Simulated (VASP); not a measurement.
# Ge (Imma) in VASP: notebook

Runs on Ge. Level: r2SCAN. Tasks: single point.

Program: VASP 6.6.1. These are calculated values, not measurements. Logs are shortened: lines on timing, memory, paths and dates and some standing lists are left out, and cuts for length are marked.

### Step 1. The cell of the first run

Symmetry: Imma, No. 74, orthorhombic system. The conventional cell has a = 5.123 Å, b = 5.146 Å, c = 2.831 Å, α = 90.00°, β = 90.00°, γ = 90.00°. Ge (site symmetry mm2) has 10 Ge at 2.66 to 3.35 Å within 3.5 Å.

### Step 2. Single point, r2SCAN

File POSCAR:

```
Ge
1.0
   -2.5728614560      2.5616103367      1.4156956119
    2.5728614560     -2.5616103367      1.4156956119
    2.5728614560      2.5616103367     -1.4156956119
Ge
2
Direct
    0.1208074757      0.8708074757      0.2500000000
    0.8791925243      0.1291925243      0.7500000000
```

File INCAR.step1:

```
SYSTEM = Ge
ALGO = Normal
EDIFF = 1E-4
ENCUT = 520
GGA = PE
ISMEAR = 1
LASPH = .True.
LCHARG = .False.
LREAL = .False.
LWAVE = .True.
NBANDS = 21
NELM = 80
PREC = Accurate
SIGMA = 0.1
```

File INCAR.step2:

```
SYSTEM = Ge
ALGO = Normal
EDIFF = 1E-6
ENCUT = 520
ISIF = 2
ISMEAR = 1
ISTART = 1
LASPH = .True.
LCHARG = .False.
LMIXTAU = .True.
LREAL = .False.
LWAVE = .False.
METAGGA = R2SCAN
NBANDS = 21
NELM = 80
PREC = Accurate
SIGMA = 0.1
```

File KPOINTS:

```
k-points
0
Gamma
  12 12 12
  0 0 0
```

Potentials or basis: VASP PAW PBE potentials, release 64 (Ge_d).

Run with:

```console
cat potpaw_PBE.64/Ge_d/POTCAR > POTCAR
cp INCAR.step1 INCAR
mpirun -np 1 vasp_std > vasp.out
cp INCAR.step2 INCAR
mpirun -np 1 vasp_std > vasp.out
```

OUTCAR:

```text
SYSTEM = Ge
   EDIFF = 1E-6
   ENCUT = 520
   ISIF = 2
   ISMEAR = 1
   ISTART = 1
   LASPH = .True.
   LREAL = .False.
   METAGGA = R2SCAN
   NELM = 80
   PREC = Accurate

 ion  position               nearest neighbor table
   1  0.121  0.871  0.250-   2 2.66   2 2.66   2 2.66   2 2.66
   2  0.879  0.129  0.750-   1 2.66   1 2.66   1 2.66   1 2.66

  LATTYP: Found a body centered orthorhombic cell.
 ALAT       =     2.8313912238
 B/A-ratio  =     1.8094358103
 C/A-ratio  =     1.8173832245

  Lattice vectors:

 A1 = (  -2.5728614560,   2.5616103367,  -1.4156956119)
 A2 = (  -2.5728614560,  -2.5616103367,   1.4156956119)
 A3 = (   2.5728614560,   2.5616103367,   1.4156956119)

Analysis of symmetry for initial positions (statically):
=====================================================================
 Subroutine PRICEL returns:
 Original cell was already a primitive cell.

 Routine SETGRP: Setting up the symmetry group for a
 body centered orthorhombic supercell.

 Subroutine GETGRP returns: Found  8 space group operations
 (whereof  4 operations were pure point group operations)
 out of a pool of  8 trial point group operations.

The static configuration has the point symmetry C_2h.
 The point group associated with its full space group is D_2h.

Analysis of symmetry for dynamics (positions and initial velocities):
=====================================================================
 Subroutine PRICEL returns:
 Original cell was already a primitive cell.

 Routine SETGRP: Setting up the symmetry group for a
 body centered orthorhombic supercell.

 Subroutine GETGRP returns: Found  8 space group operations
 (whereof  4 operations were pure point group operations)
 out of a pool of  8 trial point group operations.

The dynamic configuration has the point symmetry C_2h.
 The point group associated with its full space group is D_2h.

 Subroutine INISYM returns: Found  8 space group operations
 (whereof  4 operations are pure point group operations),
 and found     1 'primitive' translations

----------------------------------------------------------------------------------------

                                     Primitive cell

  volume of cell :      37.3215

  direct lattice vectors                    reciprocal lattice vectors
    -2.572861456  2.561610337  1.415695612     0.000000000  0.195189718  0.353183266
     2.572861456 -2.561610337  1.415695612     0.194336154  0.000000000  0.353183266
     2.572861456  2.561610337 -1.415695612     0.194336154  0.195189718  0.000000000

  length of vectors
     3.896877937  3.896877937  3.896877937     0.403531220  0.403119040  0.275437047

  position of ions in fractional coordinates (direct lattice)
     0.120807476  0.870807476  0.250000000
     0.879192524  0.129192524  0.750000000

  ion indices of the primitive-cell ions
   primitive index   ion index
                 1           1
                 2           2

----------------------------------------------------------------------------------------

 KPOINTS: k-points

Automatic generation of k-mesh.
 Grid dimensions read from file:
 generate k-points for:   12   12   12

 Generating k-lattice:

  Cartesian coordinates                     Fractional coordinates (reciprocal lattice)
     0.000000000  0.016265810  0.029431939     0.083333333  0.000000000 -0.000000000
     0.016194679  0.000000000  0.029431939     0.000000000  0.083333333 -0.000000000
     0.016194679  0.016265810  0.000000000     0.000000000  0.000000000  0.083333333

  Length of vectors
     0.033627602  0.033593253  0.022953087

  Shift w.r.t. Gamma in fractional coordinates (k-lattice)
     0.000000000  0.000000000  0.000000000

 Subroutine IBZKPT returns following result:
 ===========================================

 Found    280 irreducible k-points:

 Following reciprocal coordinates:
            Coordinates               Weight
  0.000000  0.000000  0.000000      1.000000
  0.083333  0.000000  0.000000      4.000000
  0.166667 -0.000000  0.000000      4.000000
  0.250000  0.000000 -0.000000      4.000000
  0.333333  0.000000  0.000000      4.000000
  0.416667  0.000000 -0.000000      4.000000
[... 16 lines left out ...]
  0.250000  0.166667  0.000000      8.000000
  0.333333  0.166667 -0.000000      8.000000
 [... further k-points ...]
   k-points           NKPTS =    280   k-points in BZ     NKDIM =    280   number of bands    NBANDS=     21
   number of dos      NEDOS =    301   number of ions     NIONS =      2
   total plane-waves  NPLWV =  27000
   dimension x,y,z NGX =    30 NGY =   30 NGZ =   30
   dimension x,y,z NGXF=    60 NGYF=   60 NGZF=   60
   ions per type =               2
   NGX,Y,Z   is equivalent  to a cutoff of  12.80, 12.80, 12.80 a.u.
   NGXF,Y,Z  is equivalent  to a cutoff of  25.60, 25.60, 25.60 a.u.
 SYSTEM =  Ge
   PREC   = accura    normal or accurate (medium, high low for compatibility)
   ISTART =      1    job   : 0-new  1-cont  2-samecut
   ICHARG =      0    charge: 1-file 2-atom 10-const
   ISPIN  =      1    spin polarized calculation?
   LNONCOLLINEAR =      F non collinear calculations
   LSORBIT =      F    spin-orbit coupling
   LASPH  =      T    aspherical Exc in radial PAW
   ENCUT  =  520.0 eV  38.22 Ry    6.18 a.u.   7.25  7.25  7.25*2*pi/ulx,y,z
   NELM   =     80;   NELMIN=  2; NELMDL=  0     # of ELM steps
   EDIFF  = 0.1E-05   stopping-criterion for ELM
   LREAL  =      F    real-space projection
   EDIFFG = 0.1E-04   stopping-criterion for IOM
   NSW    =      0    number of steps for IOM
   IBRION =     -1    ionic relax: 0-MD 1-quasi-New 2-CG
   NFREE  =      0    steps in history (QN), initial steepest desc. (CG)
   ISIF   =      2    stress and relaxation
   ISYM   =      2    0-nonsym 1-usesym 2-fastsym
   POTIM  = 0.5000    time-step for ionic-motion
   TEBEG  =    0.0;   TEEND  =   0.0 temperature during run
   PSTRESS=    0.0 pullay stress
   NELECT =      28.0000    total number of electrons
   NUPDOWN=      -1.0000    fix difference up-down
   EMIN   =  10.00;   EMAX   =-10.00  energy-range for DOS
   EFERMI =   0.00;   METHOD = LEGACY
   ISMEAR =     1;   SIGMA  =   0.10  broadening in eV -4-tet -1-fermi 0-gaus
   EFERMI_NEDOS =   21; number of points for ismear=-14 and -15
   IALGO  =     38    algorithm
   IMIX   =      4    mixing-type and parameters
     AMIX     =   0.40;   BMIX     =  1.00
     AMIX_MAG =   1.60;   BMIX_MAG =  1.00
  volume/ion in A,a.u.               =      18.66       125.93
  Fermi-wavevector in a.u.,A,eV,Ry     =   1.487560  2.811080 30.107431  2.212834
  Thomas-Fermi vector in A             =   2.600705
   LORBIT       =      0    0 simple, 1 ext, 2 COOP (PROOUT), +10 PAW based schemes
   METAGGA = R2SCAN    functional components
   LHFCALC =     F    Hartree Fock is set to
   AEXX    =    0.0000 exact exchange contribution
   IVDW    =     0    specifies the selected vdW correction
   LEPSILON=     F    determine dielectric tensor
   LRPA    =     F    only Hartree local field effects (RPA)
 non-spin polarized calculation
 Methfessel and Paxton  Order N= 1 SIGMA  =   0.10
  energy-cutoff  :      520.00
  volume of cell :       37.32
 maximum number of plane-waves:      1021
 NGX is ok and might be reduce to    30
   NGX = 15   NGY = 15   NGZ = 15

 number of electron      28.0000019 magnetization

 Free energy of the ion-electron system (eV)
  ---------------------------------------------------
  ext. energy  EPLUGINS =         0.00000000
  ---------------------------------------------------
  free energy    TOTEN  =       -27.02953072 eV

  energy without entropy =      -27.02939681  energy(sigma->0) =      -27.02948609

 E-fermi :   6.6046     XC(G=0): -12.3354

 val. band max:        6.6038990704   @ k =   0.1667   0.3333   0.0000
 cond. band min:       6.6324538826   @ k =   0.2500   0.0833   0.0000
 fundamental gap:      0.0285548121
 Fermi energy:         6.6045971739

 k-point     1 :       0.0000    0.0000    0.0000
  band No.  band energies     occupation
      1     -18.8858      2.00000
      2     -18.8300      2.00000
      3     -18.8030      2.00000
      4     -18.7977      2.00000
      5     -18.7002      2.00000
      6     -18.6917      2.00000
[... 13 lines left out ...]
     20      18.8663      0.00000
     21      19.7303      0.00000

 k-point     2 :       0.0833    0.0000    0.0000
  band No.  band energies     occupation
      1     -18.8831      2.00000
      2     -18.8215      2.00000
      3     -18.7993      2.00000
      4     -18.7872      2.00000
      5     -18.7045      2.00000
      6     -18.7018      2.00000
[... 13 lines left out ...]
     20      18.7049      0.00000
     21      19.4549      0.00000

 k-point     3 :       0.1667   -0.0000    0.0000
  band No.  band energies     occupation
      1     -18.8749      2.00000
      2     -18.8002      2.00000
      3     -18.7892      2.00000
      4     -18.7642      2.00000
      5     -18.7175      2.00000
      6     -18.7074      2.00000
[... 13 lines left out ...]
     20      17.2433      0.00000
     21      18.0161      0.00000

 k-point     4 :       0.2500    0.0000   -0.0000
  band No.  band energies     occupation
      1     -18.8633      2.00000
      2     -18.7795      2.00000
      3     -18.7768      2.00000
      4     -18.7532      2.00000
      5     -18.7336      2.00000
      6     -18.7024      2.00000
[... 13 lines left out ...]
     20      16.0023      0.00000
     21      18.0329      0.00000

 k-point     5 :       0.3333    0.0000    0.0000
  band No.  band energies     occupation
      1     -18.8525      2.00000
      2     -18.7728      2.00000
      3     -18.7706      2.00000
      4     -18.7640      2.00000
      5     -18.7384      2.00000
      6     -18.7127      2.00000
[... 13 lines left out ...]
     20      15.4162      0.00000
     21      18.8910      0.00000
[... 382 lines left out ...]
     20      16.0147      0.00000
     21      17.4585      0.00000

 k-point    22 :       0.1667    0.1667    0.0000
  band No.  band energies     occupation
      1     -18.8592      2.00000
      2     -18.7754      2.00000
      3     -18.7697      2.00000
      4     -18.7395      2.00000
      5     -18.7319      2.00000
      6     -18.7248      2.00000
[... 13 lines left out ...]
     20      16.0647      0.00000
     21      16.9810      0.00000

 k-point    23 :       0.2500    0.1667    0.0000
  band No.  band energies     occupation
      1     -18.8530      2.00000
      2     -18.7853      2.00000
      3     -18.7588      2.00000
      4     -18.7545      2.00000
      5     -18.7330      2.00000
      6     -18.7275      2.00000
[... 13 lines left out ...]
     20      16.5794      0.00000
     21      17.6576      0.00000

 k-point    24 :       0.3333    0.1667   -0.0000
  band No.  band energies     occupation
      1     -18.8469      2.00000
      2     -18.7920      2.00000
      3     -18.7726      2.00000
      4     -18.7478      2.00000
      5     -18.7361      2.00000
      6     -18.7166      2.00000
[... 13 lines left out ...]
     20      18.3621      0.00000
     21      19.1507      0.00000

 [... further k-points ...]

------------------------ aborting loop because EDIFF is reached ----------------------------------------

  FORCE on cell =-STRESS in cart. coord.  units (eV):
  Direction    XX          YY          ZZ          XY          YZ          ZX
  --------------------------------------------------------------------------------------
  -------------------------------------------------------------------------------------
  Total       -0.0466495     -0.0404273     -0.0619398      0.0000000      0.0000000      0.0000000
  in kB       -2.0026202     -1.7355060     -2.6590148      0.0000000      0.0000000      0.0000000
  external PRESSURE =      -2.1323803 kB  Pullay stress =       0.0000000 kB

 VOLUME and BASIS-vectors are now :
 -----------------------------------------------------------------------------
  energy-cutoff  :      520.00
  volume of cell :       37.32
      direct lattice vectors                 reciprocal lattice vectors
    -2.572861456  2.561610337  1.415695612     0.000000000  0.195189718  0.353183266
     2.572861456 -2.561610337  1.415695612     0.194336154  0.000000000  0.353183266
     2.572861456  2.561610337 -1.415695612     0.194336154  0.195189718  0.000000000

 POSITION                                       TOTAL-FORCE (eV/Angst)
 -----------------------------------------------------------------------------------
      2.57286     -1.28081      1.04990         0.000000     -0.000000      0.003195
      0.00000      3.84242      0.36579        -0.000000      0.000000     -0.003195
 -----------------------------------------------------------------------------------
    total drift:                               -0.000000     -0.000000      0.000000

  FREE ENERGIE OF THE ION-ELECTRON SYSTEM (eV)
  ---------------------------------------------------
  free  energy   TOTEN  =       -27.0295307240 eV

  energy  without entropy=      -27.0293968123  energy(sigma->0) =      -27.02948609
```

It took 6.2 min on 1 thread of Intel Xeon 6975P-C (Granite Rapids), shared host; peak memory 0.29 GiB.

What came out:

* Free energy: -27.0295 eV
* Pressure: -0.2 GPa
* Largest force: 0.003 eV/Å
* Band gap on the k mesh: zero (bands 14 and 15 overlap by 5.49 eV)

Forces in eV/Å, atoms in the order of the input:
```
Ge   0.000  0.000  0.003
Ge   0.000  0.000 -0.003
```

Caveat: the PAW data sets were made with another functional, which shifts forces and pressure a little.

### Step 3. Single point, r2SCAN

File POSCAR:

```
Ge
1.0
   -2.5728614614      2.5616103304      1.4156956132
    2.5728614614     -2.5616103304      1.4156956132
    2.5728614614      2.5616103304     -1.4156956132
Ge
2
Direct
    0.1208074704      0.8708074704      0.2500000000
    0.8791925296      0.1291925296      0.7500000000
```

File INCAR.step1:

```
  ALGO = Normal
  EDIFF = 1E-4
  ENCUT = 520
  GGA = PE
  ISMEAR = 1
  LASPH = True
  LCHARG = False
  LREAL = False
  LWAVE = True
  NBANDS = 21
  NELM = 100
  PREC = Accurate
  SIGMA = 0.1
```

File INCAR.step2:

```
  ALGO = Normal
  EDIFF = 1E-6
  ENCUT = 520
  ISIF = 2
  ISMEAR = 1
  ISTART = 1
  LASPH = True
  LCHARG = True
  LELF = True
  LMIXTAU = True
  LREAL = False
  LVHAR = True
  LWAVE = False
  METAGGA = R2SCAN
  NBANDS = 21
  NELM = 100
  PREC = Accurate
  SIGMA = 0.1
```

File KPOINTS:

```
k-points
0
Gamma
  12 12 12
```

Potentials or basis: VASP PAW PBE potentials, release 64 (Ge_d).

Run with:

```console
cat potpaw_PBE.64/Ge_d/POTCAR > POTCAR
cp INCAR.step1 INCAR
mpirun -np 1 vasp_std > vasp.out
cp INCAR.step2 INCAR
mpirun -np 1 vasp_std > vasp.out
```

Wall time 6.7 min (1 thread of Intel Xeon 6975P-C (Granite Rapids), shared host); peak memory 0.29 GiB.

Results (log left out):

| Quantity | Value |
| --- | --- |
| Free energy | -27.0295 eV |
| Pressure | -0.2 GPa |
| Largest force | 0.003 eV/Å |
| Band gap on the k mesh | zero (bands 14 and 15 overlap by 5.49 eV) |

Forces on the atoms (eV/Å):
```
Ge   0.000  0.000  0.003
Ge   0.000  0.000 -0.003
```

Stress tensor (GPa, compression positive):
```
-0.20  0.00  0.00
 0.00 -0.17  0.00
 0.00  0.00 -0.27
```

Levels at points of the mesh, in eV from the Fermi level:
```csv
k point,band 11,band 12,band 13,band 14,band 15,band 16,band 17,band 18
"(0.00, 0.00, 0.00)",-13.87,-3.95,-2.47,-2.43,3.83,8.00,8.11,8.22
"(0.50, 0.00, 0.00)",-8.50,-6.66,-2.70,-2.15,-1.60,2.85,3.80,5.93
"(0.00, 0.50, 0.00)",-8.49,-6.74,-2.60,-2.08,-1.52,2.71,3.74,5.77
"(0.50, 0.50, 0.00)",-10.97,-10.97,0.66,0.66,2.31,2.31,7.64,7.64
"(0.50, 0.50, 0.50)",-9.21,-9.14,-6.11,-6.09,6.03,6.22,11.73,11.78
```

Caveat: the PAW data sets were made with another functional, which shifts forces and pressure a little.

The gap in the log of VASP goes by the Fermi energy; the results here count the filled bands.